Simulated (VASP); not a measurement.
Wanted: the native input for a VASP 6.6.1 run.

- Task: single point
- Functional: PBEsol
- Potentials or basis: VASP PAW PBE potentials, release 64 (Zn, O)
- Cutoff: 520 eV
- k mesh: 9 × 9 × 4
- Occupations: fermi-dirac, width 0.05 eV
- Spin: no spin polarisation
- Dipole correction: no
- Further INCAR settings: ALGO = Normal; EDIFF = 1e-06; NBANDS = 26

The structure of ZnO lies in POSCAR:

```
ZnO
1.0
    3.3312348463      0.0000000000      0.0000000000
   -1.6656174231      2.8849340028      0.0000000000
    0.0000000000      0.0000000000      7.2242737071
Zn O
2 2
Direct
    0.0000000000      0.0000000000      0.2500000000
    0.0000000000      0.0000000000      0.7500000000
    0.6666666667      0.3333333333      0.7500000000
    0.3333333333      0.6666666667      0.2500000000
```

One way to write it, as run:

INCAR

```
  ALGO = Normal
  EDIFF = 1E-6
  ENCUT = 520
  GGA = PS
  ISIF = 2
  ISMEAR = -1
  LASPH = True
  LCHARG = True
  LELF = True
  LREAL = False
  LVHAR = True
  LWAVE = False
  NBANDS = 26
  NELM = 60
  PREC = Accurate
  SIGMA = 0.05
```

KPOINTS

```
k-points
0
Gamma
  9 9 4
```

Potentials or basis: VASP PAW PBE potentials, release 64 (Zn, O).

Command:

```bash
$ cat potpaw_PBE.64/Zn/POTCAR potpaw_PBE.64/O/POTCAR > POTCAR
$ mpirun -np 1 vasp_std > vasp.out
```

It gave:

The pressure is -6.8 GPa and the band gap on the k mesh is 0.75 eV.

Caveat: the cell stands under tension; the PAW data sets were made with another functional, which shifts forces and pressure a little; an odd mesh through Γ misses points on the zone boundary, where band edges can lie.

It took 56 s on 1 thread of AMD EPYC 7R13 Processor (Zen 3) (shared host), peak memory 0.19 GiB.
